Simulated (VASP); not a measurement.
# MgF2 (P4_2/mnm) in VASP: a series of runs

MgF2 is run at these levels: PBEsol; tasks: single point.

Program: VASP 6.6.1. These are calculated values, not measurements. Logs are shortened: lines on timing, memory, paths and dates and some standing lists are left out, and cuts for length are marked.

**1. The cell of the first run**

Symmetry: P4_2/mnm, No. 136, tetragonal system. The conventional cell has a = 4.536 Å, b = 4.536 Å, c = 3.010 Å, α = 90.00°, β = 90.00°, γ = 90.00°. Within 2.6 Å of Mg (site symmetry mmm) lie 6 F at 1.94 to 1.97 Å. F (site symmetry m2m) has 3 Mg at 1.94 to 1.97 Å and 1 F at 2.53 Å within 2.6 Å.

**2. Single point, PBEsol (10.32 Å³/atom)**

Contents of INCAR:

```
SYSTEM = MgF2
ALGO = Normal ; EDIFF = 1E-6
ENCUT = 600 ; GGA = PS
GGA_COMPAT = .False. ; ISIF = 2
ISMEAR = 0 ; LASPH = .True.
LCHARG = .False. ; LREAL = .False.
LWAVE = .False. ; NBANDS = 25
NELM = 120 ; PREC = Accurate
SIGMA = 0.02
```

Contents of KPOINTS:

```
k-points
0
Gamma
  6 6 8
  0 0 0
```

Contents of POSCAR:

```
MgF2
1.0
    4.5361520242      0.0000000000      0.0000000000
    0.0000000000      4.5361520242      0.0000000000
    0.0000000000      0.0000000000      3.0101920318
Mg F
2 4
Direct
    0.0000000000      0.0000000000      0.0000000000
    0.5000000000      0.5000000000      0.5000000000
    0.3024383924      0.3024383924      0.0000000000
    0.1975616076      0.8024383924      0.5000000000
    0.6975616076      0.6975616076      0.0000000000
    0.8024383924      0.1975616076      0.5000000000
```

Potentials or basis: VASP PAW PBE potentials, release 64 (Mg, F).

Launch:

```bash
$ cat potpaw_PBE.64/Mg/POTCAR potpaw_PBE.64/F/POTCAR > POTCAR
$ mpirun -np 1 vasp_std > vasp.out
```

OUTCAR:

```text
SYSTEM = MgF2
   EDIFF = 1E-6
   ENCUT = 600
   GGA = PS
   ISIF = 2
   ISMEAR = 0
   LASPH = .True.
   LREAL = .False.
   NELM = 120
   PREC = Accurate

 ion  position               nearest neighbor table
   1  0.000  0.000  0.000-   3 1.94   5 1.94   4 1.97   6 1.97   4 1.97   6 1.97   2 3.54   2 3.54
                             2 3.54   2 3.54   2 3.54   2 3.54   2 3.54   2 3.54
   2  0.500  0.500  0.500-   4 1.94   6 1.94   5 1.97   3 1.97   3 1.97   5 1.97   1 3.54   1 3.54
                             1 3.54   1 3.54   1 3.54   1 3.54   1 3.54   1 3.54
   3  0.302  0.302  0.000-   1 1.94   2 1.97   2 1.97
   4  0.198  0.802  0.500-   2 1.94   1 1.97   1 1.97
   5  0.698  0.698  0.000-   1 1.94   2 1.97   2 1.97
   6  0.802  0.198  0.500-   2 1.94   1 1.97   1 1.97

  LATTYP: Found a simple tetragonal cell.
 ALAT       =     4.5361520242
 C/A-ratio  =     0.6636003414

  Lattice vectors:

 A1 = (   4.5361520242,   0.0000000000,   0.0000000000)
 A2 = (   0.0000000000,   4.5361520242,   0.0000000000)
 A3 = (   0.0000000000,   0.0000000000,   3.0101920318)

Analysis of symmetry for initial positions (statically):
=====================================================================
 Subroutine PRICEL returns:
 Original cell was already a primitive cell.

 Routine SETGRP: Setting up the symmetry group for a
 simple tetragonal supercell.

 Subroutine GETGRP returns: Found 16 space group operations
 (whereof  8 operations were pure point group operations)
 out of a pool of 16 trial point group operations.

The static configuration has the point symmetry D_2h.
 The point group associated with its full space group is D_4h.

Analysis of symmetry for dynamics (positions and initial velocities):
=====================================================================
 Subroutine PRICEL returns:
 Original cell was already a primitive cell.

 Routine SETGRP: Setting up the symmetry group for a
 simple tetragonal supercell.

 Subroutine GETGRP returns: Found 16 space group operations
 (whereof  8 operations were pure point group operations)
 out of a pool of 16 trial point group operations.

The dynamic configuration has the point symmetry D_2h.
 The point group associated with its full space group is D_4h.

 Subroutine INISYM returns: Found 16 space group operations
 (whereof  8 operations are pure point group operations),
 and found     1 'primitive' translations

----------------------------------------------------------------------------------------

                                     Primitive cell

  volume of cell :      61.9397

  direct lattice vectors                    reciprocal lattice vectors
     4.536152024  0.000000000  0.000000000     0.220451165  0.000000000  0.000000000
     0.000000000  4.536152024  0.000000000     0.000000000  0.220451165  0.000000000
     0.000000000  0.000000000  3.010192032     0.000000000  0.000000000  0.332204720

  length of vectors
     4.536152024  4.536152024  3.010192032     0.220451165  0.220451165  0.332204720

  position of ions in fractional coordinates (direct lattice)
     0.000000000  0.000000000  0.000000000
     0.500000000  0.500000000  0.500000000
     0.302438392  0.302438392  0.000000000
     0.197561608  0.802438392  0.500000000
     0.697561608  0.697561608  0.000000000
     0.802438392  0.197561608  0.500000000

  ion indices of the primitive-cell ions
   primitive index   ion index
                 1           1
                 2           2
                 3           3
                 4           4
                 5           5
                 6           6

----------------------------------------------------------------------------------------

 KPOINTS: k-points

Automatic generation of k-mesh.
 Grid dimensions read from file:
 generate k-points for:    6    6    8

 Generating k-lattice:

  Cartesian coordinates                     Fractional coordinates (reciprocal lattice)
     0.036741861  0.000000000  0.000000000     0.166666667  0.000000000  0.000000000
     0.000000000  0.036741861  0.000000000     0.000000000  0.166666667  0.000000000
     0.000000000  0.000000000  0.041525590     0.000000000  0.000000000  0.125000000

  Length of vectors
     0.036741861  0.036741861  0.041525590

  Shift w.r.t. Gamma in fractional coordinates (k-lattice)
     0.000000000  0.000000000  0.000000000

 Subroutine IBZKPT returns following result:
 ===========================================

 Found     50 irreducible k-points:

 Following reciprocal coordinates:
            Coordinates               Weight
  0.000000  0.000000  0.000000      1.000000
  0.166667  0.000000  0.000000      4.000000
  0.333333  0.000000  0.000000      4.000000
  0.500000  0.000000  0.000000      2.000000
  0.166667  0.166667  0.000000      4.000000
  0.333333  0.166667  0.000000      8.000000
[... 16 lines left out ...]
  0.333333  0.000000  0.250000      8.000000
  0.500000  0.000000  0.250000      4.000000
 [... further k-points ...]
   k-points           NKPTS =     50   k-points in BZ     NKDIM =     50   number of bands    NBANDS=     25
   number of dos      NEDOS =    301   number of ions     NIONS =      6
   total plane-waves  NPLWV =  31104
   dimension x,y,z NGX =    36 NGY =   36 NGZ =   24
   dimension x,y,z NGXF=    72 NGYF=   72 NGZF=   48
   ions per type =               2   4
   NGX,Y,Z   is equivalent  to a cutoff of  13.19, 13.19, 13.25 a.u.
   NGXF,Y,Z  is equivalent  to a cutoff of  26.39, 26.39, 26.51 a.u.
 SYSTEM =  MgF2
   PREC   = accura    normal or accurate (medium, high low for compatibility)
   ISTART =      0    job   : 0-new  1-cont  2-samecut
   ICHARG =      2    charge: 1-file 2-atom 10-const
   ISPIN  =      1    spin polarized calculation?
   LNONCOLLINEAR =      F non collinear calculations
   LSORBIT =      F    spin-orbit coupling
   LASPH  =      T    aspherical Exc in radial PAW
   ENCUT  =  600.0 eV  44.10 Ry    6.64 a.u.   9.06  9.06  6.01*2*pi/ulx,y,z
   NELM   =    120;   NELMIN=  2; NELMDL= -5     # of ELM steps
   EDIFF  = 0.1E-05   stopping-criterion for ELM
   LREAL  =      F    real-space projection
   EDIFFG = 0.1E-04   stopping-criterion for IOM
   NSW    =      0    number of steps for IOM
   IBRION =     -1    ionic relax: 0-MD 1-quasi-New 2-CG
   NFREE  =      0    steps in history (QN), initial steepest desc. (CG)
   ISIF   =      2    stress and relaxation
   ISYM   =      2    0-nonsym 1-usesym 2-fastsym
   POTIM  = 0.5000    time-step for ionic-motion
   TEBEG  =    0.0;   TEEND  =   0.0 temperature during run
   PSTRESS=    0.0 pullay stress
   NELECT =      32.0000    total number of electrons
   NUPDOWN=      -1.0000    fix difference up-down
   EMIN   =  10.00;   EMAX   =-10.00  energy-range for DOS
   EFERMI =   0.00;   METHOD = LEGACY
   ISMEAR =     0;   SIGMA  =   0.02  broadening in eV -4-tet -1-fermi 0-gaus
   EFERMI_NEDOS =   21; number of points for ismear=-14 and -15
   IALGO  =     38    algorithm
   IMIX   =      4    mixing-type and parameters
     AMIX     =   0.40;   BMIX     =  1.00
     AMIX_MAG =   1.60;   BMIX_MAG =  1.00
  volume/ion in A,a.u.               =      10.32        69.67
  Fermi-wavevector in a.u.,A,eV,Ry     =   1.313616  2.482374 23.478028  1.725586
  Thomas-Fermi vector in A             =   2.443926
   LORBIT       =      0    0 simple, 1 ext, 2 COOP (PROOUT), +10 PAW based schemes
   GGA     = PS    functional components
   LHFCALC =     F    Hartree Fock is set to
   AEXX    =    0.0000 exact exchange contribution
   IVDW    =     0    specifies the selected vdW correction
   LEPSILON=     F    determine dielectric tensor
   LRPA    =     F    only Hartree local field effects (RPA)
 non-spin polarized calculation
 Gauss-broadening in eV      SIGMA  =   0.02
  energy-cutoff  :      600.00
  volume of cell :       61.94
 maximum number of plane-waves:      2088
   NGX = 19   NGY = 19   NGZ = 13

 number of electron      32.0000016 magnetization

 Free energy of the ion-electron system (eV)
  ---------------------------------------------------
  ext. energy  EPLUGINS =         0.00000000
  ---------------------------------------------------
  free energy    TOTEN  =       -32.53875480 eV

  energy without entropy =      -32.53875480  energy(sigma->0) =      -32.53875480

 E-fermi :  -0.8063     XC(G=0): -10.2592

 val. band max:       -0.9731735478   @ k =   0.0000   0.0000   0.0000
 cond. band min:       6.3062609600   @ k =   0.0000   0.0000   0.0000
 fundamental gap:      7.2794345078
 Fermi energy:        -0.8062582142

 k-point     1 :       0.0000    0.0000    0.0000
  band No.  band energies     occupation
      1     -21.8280      2.00000
      2     -20.8959      2.00000
      3     -20.8959      2.00000
      4     -20.7877      2.00000
      5      -5.3058      2.00000
      6      -3.7411      2.00000
[... 17 lines left out ...]
     24      18.0758      0.00000
     25      18.0758      0.00000

 k-point     2 :       0.1667    0.0000    0.0000
  band No.  band energies     occupation
      1     -21.7764      2.00000
      2     -20.9964      2.00000
      3     -20.8818      2.00000
      4     -20.7613      2.00000
      5      -5.1952      2.00000
      6      -3.6876      2.00000
[... 17 lines left out ...]
     24      17.7804      0.00000
     25      18.1278      0.00000

 k-point     3 :       0.3333    0.0000    0.0000
  band No.  band energies     occupation
      1     -21.6316      2.00000
      2     -21.1942      2.00000
      3     -20.8443      2.00000
      4     -20.7624      2.00000
      5      -4.9060      2.00000
      6      -4.0628      2.00000
[... 17 lines left out ...]
     24      17.3427      0.00000
     25      17.8189      0.00000

 k-point     4 :       0.5000    0.0000    0.0000
  band No.  band energies     occupation
      1     -21.4229      2.00000
      2     -21.4229      2.00000
      3     -20.7975      2.00000
      4     -20.7975      2.00000
      5      -4.5153      2.00000
      6      -4.5153      2.00000
[... 17 lines left out ...]
     24      17.0037      0.00000
     25      17.7308      0.00000

 k-point     5 :       0.1667    0.1667    0.0000
  band No.  band energies     occupation
      1     -21.7272      2.00000
      2     -21.0275      2.00000
      3     -20.9130      2.00000
      4     -20.7561      2.00000
      5      -5.0916      2.00000
      6      -3.7105      2.00000
[... 17 lines left out ...]
     24      17.8723      0.00000
     25      17.9833      0.00000

 k-point     6 :       0.3333    0.1667    0.0000
  band No.  band energies     occupation
      1     -21.5898      2.00000
      2     -21.1834      2.00000
      3     -20.8880      2.00000
      4     -20.7783      2.00000
      5      -4.8223      2.00000
      6      -4.0690      2.00000
[... 17 lines left out ...]
     24      17.5721      0.00000
     25      17.8112      0.00000
[... 393 lines left out ...]
 k-point    21 :       0.0000    0.0000    0.2500
  band No.  band energies     occupation
      1     -21.5961      2.00000
      2     -20.8524      2.00000
      3     -20.8524      2.00000
      4     -20.8475      2.00000
      5      -4.9138      2.00000
      6      -3.5173      2.00000
[... 17 lines left out ...]
     24      17.0397      0.00000
     25      17.2545      0.00000

 k-point    22 :       0.1667    0.0000    0.2500
  band No.  band energies     occupation
      1     -21.5545      2.00000
      2     -20.9486      2.00000
      3     -20.8457      2.00000
      4     -20.8035      2.00000
      5      -4.8287      2.00000
      6      -3.6698      2.00000
[... 17 lines left out ...]
     24      16.7338      0.00000
     25      17.4802      0.00000

 k-point    23 :       0.3333    0.0000    0.2500
  band No.  band energies     occupation
      1     -21.4386      2.00000
      2     -21.0980      2.00000
      3     -20.8284      2.00000
      4     -20.7949      2.00000
      5      -4.5928      2.00000
      6      -3.9353      2.00000
[... 17 lines left out ...]
     24      16.0114      0.00000
     25      16.6508      0.00000

 k-point    24 :       0.5000    0.0000    0.2500
  band No.  band energies     occupation
      1     -21.2740      2.00000
      2     -21.2740      2.00000
      3     -20.8078      2.00000
      4     -20.8078      2.00000
      5      -4.2716      2.00000
      6      -4.2716      2.00000
[... 17 lines left out ...]
     24      15.6145      0.00000
     25      17.0010      0.00000

 [... further k-points ...]

------------------------ aborting loop because EDIFF is reached ----------------------------------------

  FORCE on cell =-STRESS in cart. coord.  units (eV):
  Direction    XX          YY          ZZ          XY          YZ          ZX
  --------------------------------------------------------------------------------------
  -------------------------------------------------------------------------------------
  Total        2.3090807      2.3090807      2.2939257      0.0000000      0.0000000      0.0000000
  in kB       59.7283196     59.7283196     59.3363082      0.0000000      0.0000000      0.0000000
  external PRESSURE =      59.5976491 kB  Pullay stress =       0.0000000 kB

 VOLUME and BASIS-vectors are now :
 -----------------------------------------------------------------------------
  energy-cutoff  :      600.00
  volume of cell :       61.94
      direct lattice vectors                 reciprocal lattice vectors
     4.536152024  0.000000000  0.000000000     0.220451165  0.000000000  0.000000000
     0.000000000  4.536152024  0.000000000     0.000000000  0.220451165  0.000000000
     0.000000000  0.000000000  3.010192032     0.000000000  0.000000000  0.332204720

 POSITION                                       TOTAL-FORCE (eV/Angst)
 -----------------------------------------------------------------------------------
      0.00000      0.00000      0.00000        -0.000000      0.000000      0.000000
      2.26808      2.26808      1.50510        -0.000000      0.000000      0.000000
      1.37191      1.37191      0.00000         0.001589      0.001589      0.000000
      0.89617      3.63998      1.50510        -0.001589      0.001589      0.000000
      3.16425      3.16425      0.00000        -0.001589     -0.001589      0.000000
      3.63998      0.89617      1.50510         0.001589     -0.001589      0.000000
 -----------------------------------------------------------------------------------
    total drift:                                0.000000     -0.000000      0.000000

  FREE ENERGIE OF THE ION-ELECTRON SYSTEM (eV)
  ---------------------------------------------------
  free  energy   TOTEN  =       -32.5387547987 eV

  energy  without entropy=      -32.5387547987  energy(sigma->0) =      -32.53875480
```

Wall time 44 s (1 thread of Intel Xeon Platinum 8559C (Emerald Rapids), shared host); peak memory 0.22 GiB.

Results:

* Free energy: -32.5388 eV
* Pressure: 6.0 GPa
* Band gap on the k mesh: 7.28 eV

Forces in eV/Å, atoms in the order of the input:
```
Mg   0.000  0.000  0.000
Mg   0.000  0.000  0.000
F    0.002  0.002  0.000
F   -0.002  0.002  0.000
F   -0.002 -0.002  0.000
F    0.002 -0.002  0.000
```

Caveat: the cell stands under pressure; the PAW data sets were made with another functional, which shifts forces and pressure a little.

(Continued in part 2 of 2.)
